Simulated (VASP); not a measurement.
Runs of VASP 6.6.1 on NaH. Symmetry: Pm-3m, No. 221, cubic system. Conventional cell: a = 2.932 Å, b = 2.932 Å, c = 2.932 Å, α = 90.00°, β = 90.00°, γ = 90.00°. Na (site symmetry m-3m) has 8 H at 2.54 Å and 6 Na at 2.93 Å within 3.4 Å. H (site symmetry m-3m) has 8 Na at 2.54 Å and 6 H at 2.93 Å within 3.4 Å. 

```tsv
level	potentials or basis	k mesh	cutoff (eV)	smearing	grid for exact exchange (PRECFOCK)	share of exact exchange	screening parameter	gap on the mesh (eV)	pressure (GPa)
LDA	VASP PAW LDA potentials, release 64 (Na_pv, H)	4 × 4 × 4	500	gaussian 0.01 eV	-	-	-	(d)	-1.5
PBE-based screened hybrid	VASP PAW PBE potentials, release 64 (Na_pv, H)	4 × 4 × 4	520	gaussian 0.01 eV	Normal	0.3	0.2078 1/Å	2.07	0.3
HSE06	VASP PAW PBE potentials, release 64 (Na_pv, H)	4 × 4 × 4	520	gaussian 0.01 eV	Normal	-	0.2079 1/Å	1.89	0.4
PBE-based screened hybrid	VASP PAW PBE potentials, release 64 (Na_pv, H)	4 × 4 × 4	520	gaussian 0.01 eV	Normal	0.05	0.2078 1/Å	1.17	(a)
PBE	VASP PAW PBE potentials, release 64 (Na_pv, H)	6 × 6 × 6, shifted	500	gaussian 0.01 eV	-	-	-	2.31	0.7
PBE-based screened hybrid	VASP PAW PBE potentials, release 64 (Na_pv, H)	4 × 4 × 4	520	gaussian 0.01 eV	Normal	1	0.2078 1/Å	(c)	(b)
PBE	VASP PAW PBE potentials, release 64 (Na_pv, H)	6 × 6 × 6	500	fermi-dirac 0.05 eV	-	-	-	1.03	0.7
```

Alike in all rows: task single point; no spin polarisation; cell as given.

**Question.** Fill in the values left out.

**Answer.** (a) 0.9; (b) -1.0; (c) 4.80; (d) 0.53.

Caveats: some runs use coarse meshes; the PAW data sets were made with another functional, which shifts forces and pressure a little (some runs).

A k mesh can miss the band edges.
